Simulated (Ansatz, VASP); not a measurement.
**Two plane-wave programs on KZnF3**

The input INCAR:

```
SYSTEM = KZnF3
  PREC = Accurate
  ENCUT = 600
  EDIFF = 1E-6
  ISMEAR = 0
  SIGMA = 0.01
  LREAL = .FALSE.
  LASPH = .TRUE.
  NELM = 120
  ALGO = Normal
  ISIF = 2
  LWAVE = .FALSE.
  LCHARG = .FALSE.
  GGA = CA
  NBANDS = 29
  GGA_COMPAT = .FALSE.
```

KPOINTS

```
Automatic mesh
0
G
  4 4 4
  0 0 0
```

File POSCAR:

```
KZnF3
1.0
    4.0474167900      0.0000000000      0.0000000000
    0.0000000000      4.0474167900      0.0000000000
    0.0000000000      0.0000000000      4.0474167900
K Zn F
1 1 3
Direct
    0.8260000000      0.0700000000      0.9230000000
    1.3260000000      0.5700000000      1.4230000000
    0.8260000000      0.5700000000      1.4230000000
    1.3260000000      0.0700000000      1.4230000000
    1.3260000000      0.5700000000      0.9230000000
```

Input for Ansatz:

```yaml
crystal:
  lattice:
    - [4.04741679, 0.0, 0.0]
    - [0.0, 4.04741679, 0.0]
    - [0.0, 0.0, 4.04741679]
  atoms:
    - { symbol: K, position: [0.826, 0.07, 0.923] }
    - { symbol: Zn, position: [1.326, 0.57, 1.423] }
    - { symbol: F, position: [0.826, 0.57, 1.423] }
    - { symbol: F, position: [1.326, 0.07, 1.423] }
    - { symbol: F, position: [1.326, 0.57, 0.923] }
basis:
  ecutwfc: "17 Ha"
kpoints:
  mp_grid: { grid: [4, 4, 4] }
hamiltonian:
  xc: lda
scf:
  occupations: { method: fixed }
  mixing: { ndim: 2 }
  initial_density: { chi_scale: 0, normalization: atom }
  max_iter: 58
output:
  forces: true
  stress: true
  eigenvalues: true
```

Alike in both runs: task single point; functional LDA; k mesh 4 × 4 × 4; no spin polarisation.

|  | VASP | Ansatz |
| --- | --- | --- |
| version | VASP 6.6.1 | Ansatz 0.2.0 |
| potentials or method | VASP PAW LDA potentials, release 64 (K_sv, Zn, F), cutoff 600 eV | scalar-relativistic, plane waves, PAW |
| occupations | gaussian, width 0.01 eV | fixed |
| valence electrons in the cell | 42 | 42 |

```csv
,VASP,Ansatz,Ansatz less VASP
gap on the k mesh at the Fermi level (eV),3.60,3.64,+0.038
least direct gap on the mesh (eV),5.41,5.43,+0.022
pressure (GPa),-4.3,-4.7,-0.34
```

LDA's correlation is that of Perdew and Zunger in VASP and of Perdew and Wang (1992) in Ansatz.
